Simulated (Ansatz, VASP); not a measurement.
## RbGeBr2: VASP beside Ansatz

```
Rb Ge Br
1.0
     4.10238    0.00000    0.00000
    -2.05119    3.55276    0.00000
     0.00000    0.00000    8.94490
Rb Ge Br
1 1 2
Cartesian
  0.0000 0.0000 0.0000
  0.0000 0.0000 4.4724
  0.0000 2.3685 2.3739
  0.0000 2.3685 6.5710
```

Alike in both runs: task relaxation of cell and atoms; functional PBE; k mesh 12 × 12 × 6; occupations gaussian, width 0.1 eV; no spin polarisation.

|  | VASP | Ansatz |
| --- | --- | --- |
| version | VASP 6.6.1 | Ansatz 0.2.0 |
| potentials or method | VASP PAW PBE potentials, release 64 (Rb_sv, Ge_d, Br), cutoff 600 eV | scalar-relativistic, plane waves, PAW |
| valence electrons in the cell | 37 | 37 |

|  | VASP | Ansatz | Ansatz less VASP |
| --- | --- | --- | --- |
| gap on the k mesh at the Fermi level, each at its own relaxed structure (eV) | none | none | - |
| relaxed volume (Å³/atom) | 32.42 | 32.47 | +0.057 |
| relaxed cell length with the largest relative difference (Å) | 4.062 | 4.067 | +0.0053 |

A gap of «none» marks a metal or a gap that the smearing closes.
